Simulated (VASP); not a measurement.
Write the native input for VASP 6.6.1 that does the following.

- Task: G0W0 quasiparticle levels
- Functional: r2SCAN
- Potentials or basis: VASP PAW PBE potentials, release 64 (Na_sv_GW, F_GW)
- Cutoff: 500 eV
- k mesh: 4 × 4 × 4
- Occupations: gaussian, width 0.01 eV
- Spin: no spin polarisation
- Dipole correction: no
- GW scheme: G0W0
- GW iterations: 1
- Cutoff of the response function: 140
- Frequency points: 96
- Empty bands: 81
- Further INCAR settings: ALGO = EVGW0; EDIFF = 1e-08; NBANDS = 89

Crystal: NaF.

```xyz
2
Lattice="2.7935 0.0000 0.0000 0.0000 2.7935 0.0000 0.0000 0.0000 2.7935" Properties=species:S:1:pos:R:3 pbc="T T T"
Na    0.0000    0.0000    0.0000
F     1.3967    1.3967    1.3967
```

These files were run (other wordings do the same):

POSCAR

```
NaF
1.0
    2.7934851911      0.0000000000      0.0000000000
    0.0000000000      2.7934851911      0.0000000000
    0.0000000000      0.0000000000      2.7934851911
Na F
1 1
Direct
    0.0000000000      0.0000000000      0.0000000000
    0.5000000000      0.5000000000      0.5000000000
```

INCAR.step1

```
ALGO = Normal
EDIFF = 1E-8
ENCUT = 500
ISMEAR = 0
LASPH = T
LCHARG = F
LMIXTAU = T
LREAL = F
LWAVE = T
METAGGA = R2SCAN
NELM = 100
PREC = Accurate
SIGMA = 0.01
```

INCAR.step2

```
ALGO = Exact
EDIFF = 1E-8
ENCUT = 500
ISMEAR = 0
ISTART = 1
LASPH = T
LCHARG = F
LMIXTAU = T
LOPTICS = T
LREAL = F
LWAVE = T
METAGGA = R2SCAN
NBANDS = 89
NELM = 1
PREC = Accurate
SIGMA = 0.01
```

INCAR.step3

```
ALGO = EVGW0
EDIFF = 1E-8
ENCUT = 500
ENCUTGW = 140.0
ISMEAR = 0
ISTART = 1
LASPH = T
LCHARG = F
LMIXTAU = T
LREAL = F
LWAVE = F
METAGGA = R2SCAN
NBANDS = 89
NBANDSGW = 16
NELMGW = 1
NOMEGA = 96
OMEGAMAX = 20
PREC = Accurate
PRECFOCK = Fast
SIGMA = 0.01
```

KPOINTS

```
k-points
0
Gamma
  4 4 4
```

Potentials or basis: VASP PAW PBE potentials, release 64 (Na_sv_GW, F_GW).

Launch:

```bash
$ cat potpaw_PBE.64/Na_sv_GW/POTCAR potpaw_PBE.64/F_GW/POTCAR > POTCAR
$ cp INCAR.step1 INCAR
$ mpirun -np 1 vasp_std > vasp.out
$ cp INCAR.step2 INCAR
$ mpirun -np 1 vasp_std > vasp.out
$ cp INCAR.step3 INCAR
$ mpirun -np 1 vasp_std > vasp.out
```

It gave:

| Item | Value |
| --- | --- |
| Quasiparticle gap | 10.71 eV |
| Least direct quasiparticle gap | 11.10 eV |
| Band gap of the starting levels on the mesh | 6.74 eV |
| Least direct gap of the starting levels on the mesh | 7.07 eV |

Caveat: the k points lie up to 0.56 Å⁻¹ apart; bands, screening cutoff and mesh are small and nothing is extrapolated, so the quasiparticle values aren't converged; the structure was generated, so it needn't be the stable form of NaF.

Run time: 61 s on 1 thread of AMD EPYC 9R45 96-Core Processor (Zen 5), with other jobs on the host, peak memory 0.19 GiB.
